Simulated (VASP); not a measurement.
**BN (kk07): single point with LDA**

The system is BN (kk07).

```
B N
1.0
     0.00000    1.78994    1.78994
     1.78994    0.00000    1.78994
     1.78994    1.78994    0.00000
B N
1 1
Cartesian
  0.0000 0.0000 0.0000
  0.8950 0.8950 0.8950
```

```json
{
  "Program": "VASP 6.6.1",
  "Task": "single point",
  "Functional": "LDA",
  "Potentials or basis": "VASP PAW LDA potentials, release 64 (B, N)",
  "Cutoff": "520 eV",
  "k mesh": "10 × 10 × 10",
  "Occupations": "gaussian, width 0.1 eV",
  "Spin": "no spin polarisation"
}
```

```yaml
Pressure: 1.2 GPa
Band_gap_on_the_k_mesh: 4.38 eV, indirect (least direct gap 8.82 eV)
```

Levels at points of the mesh, in eV from the valence-band top:
| k point | band 2 | band 3 | band 4 | band 5 | band 6 | band 7 |
| --- | --- | --- | --- | --- | --- | --- |
| (0.00, 0.00, 0.00) | 0.00 | 0.00 | 0.00 | 8.82 | 8.82 | 8.82 |
| (0.50, 0.00, 0.00) | -10.98 | -2.00 | -2.00 | 10.60 | 10.73 | 10.73 |
| (0.50, 0.50, 0.00) | -9.08 | -5.07 | -5.07 | 4.38 | 9.31 | 18.15 |

Wall time 4 s on 1 thread of AMD EPYC 7R13 Processor (Zen 3), with other jobs on the host, peak memory 0.08 GiB.

A k mesh can miss the band edges. As with any semilocal functional, this LDA gap is likely too small.
